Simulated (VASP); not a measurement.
Sc, 2 atoms in the cell. The structure is hexagonal, space group P6_3/mmc (No. 194). Conventional cell: a = 3.328 Å, b = 3.328 Å, c = 5.201 Å, α = 90.00°, β = 90.00°, γ = 120.00°. Within 4.3 Å of Sc (site symmetry -6m2) lie 12 Sc at 3.23 to 3.33 Å. 

```yaml
Program: VASP 6.6.1
Task: single point
Functional: r2SCAN
Potentials_or_basis: VASP PAW PBE potentials, release 64 (Sc_sv)
Cutoff: 520 eV
k_mesh: 9 × 9 × 5
Occupations: gaussian, width 0.1 eV
Spin: no spin polarisation
Dipole_correction: no
Further_INCAR_settings: ALGO = Normal; EDIFF = 1e-06; NBANDS = 18
```

Potentials or basis: VASP PAW PBE potentials, release 64 (Sc_sv).

Launch:

```bash
$ cat potpaw_PBE.64/Sc_sv/POTCAR > POTCAR
$ cp INCAR.step1 INCAR
$ mpirun -np 1 vasp_std > vasp.out
$ cp INCAR.step2 INCAR
$ mpirun -np 1 vasp_std > vasp.out
```

Hardware: 1 thread of Intel(R) Xeon(R) Platinum 8488C (Sapphire Rapids), with other jobs on the host.

Question: How long does it take, and how much memory?

Answer: Run time: 110 s on 1 thread of Intel(R) Xeon(R) Platinum 8488C (Sapphire Rapids), with other jobs on the host, peak memory 0.18 GiB. Counts: k points 36.
